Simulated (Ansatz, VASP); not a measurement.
**Two plane-wave programs on LiF**

```
Li F
1.0
     0.00000    2.10086    2.20644
     2.10086    0.00000    2.20644
     2.10086    2.10086    0.00000
Li F
1 1
Cartesian
  0.0000 0.0000 0.0000
  1.0504 1.0504 1.1032
```

Change from the starting cell: epitaxial_xy strain -2.0%.

Alike in both runs: task single point; functional PBE; k mesh 10 × 10 × 10; occupations fermi-dirac, width 0.02 eV; no spin polarisation.

|  | VASP | Ansatz |
| --- | --- | --- |
| version | VASP 6.6.1 | Ansatz 0.2.0 |
| potentials or method | VASP PAW PBE potentials, release 64 (Li_sv, F) | plane waves, PAW |
| plane-wave cutoff (eV) | 520 | 420 |
| valence electrons in the cell | 10 | 10 |

VASP gave:

* gap on the k mesh at the Fermi level (eV): 7.95

Task: Estimate Ansatz's values.

Result: gap on the k mesh at the Fermi level (eV): 7.97.

With one functional, cell and mesh, what is left measures potentials, basis and numerics.

Noted on VASP's run: the cutoff is short for stress, so the pressure is rough.
